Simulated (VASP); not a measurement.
A run of VASP 6.6.1 is set up as follows.

Contents of POSCAR:

```
Sb
1.0
    3.1600000000      0.0000000000      0.0000000000
    0.0000000000      3.1600000000      0.0000000000
    0.0000000000      0.0000000000      3.1600000000
Sb
1
Direct
    0.0000000000      0.0000000000      0.0000000000
```

INCAR.step1

```
SYSTEM = Sb
  PREC = Accurate
  ENCUT = 520
  EDIFF = 1E-5
  ISMEAR = -1
  SIGMA = 0.05
  LREAL = .False.
  LASPH = .True.
  NELM = 150
  ALGO = Normal
  ISIF = 2
  LWAVE = .True.
  LCHARG = .False.
  LNONCOLLINEAR = .True.
  MAGMOM = 0 0 0
  LORBIT = 11
  LSORBIT = .True.
  GGA_COMPAT = .False.
  LORBMOM = .True.
  NBANDS = 16
  GGA = PE
```

INCAR.step2

```
SYSTEM = Sb
  PREC = Accurate
  ENCUT = 520
  EDIFF = 1E-7
  ISMEAR = -1
  SIGMA = 0.05
  LREAL = .False.
  LASPH = .True.
  NELM = 150
  ALGO = Normal
  ISIF = 2
  LWAVE = .False.
  LCHARG = .False.
  LNONCOLLINEAR = .True.
  MAGMOM = 0 0 0
  LORBIT = 11
  LSORBIT = .True.
  GGA_COMPAT = .False.
  LORBMOM = .True.
  GGA = PE
  LHFCALC = .True.
  HFSCREEN = 0.2079
  PRECFOCK = Normal
  NBANDS = 16
  ISTART = 1
```

Contents of KPOINTS:

```
regular mesh
0
Gamma
  4 4 4
  0 0 0
```

Potentials or basis: VASP PAW PBE potentials, release 64 (Sb).

Run with:

```console
$ cat potpaw_PBE.64/Sb/POTCAR > POTCAR
$ cp INCAR.step1 INCAR
$ mpirun -np 1 vasp_ncl > vasp.out
$ cp INCAR.step2 INCAR
$ mpirun -np 1 vasp_ncl > vasp.out
```

Predict the net moment.

0.00 μB per cell.

What does it give for the pressure?

-6.0 GPa.

Moments on the atoms (μB; x, y, z):
```
Sb  0.00 0.00 0.00
```

Caveat: the k points lie up to 0.50 Å⁻¹ apart; the PAW data sets were made with another functional, which shifts forces and pressure a little.
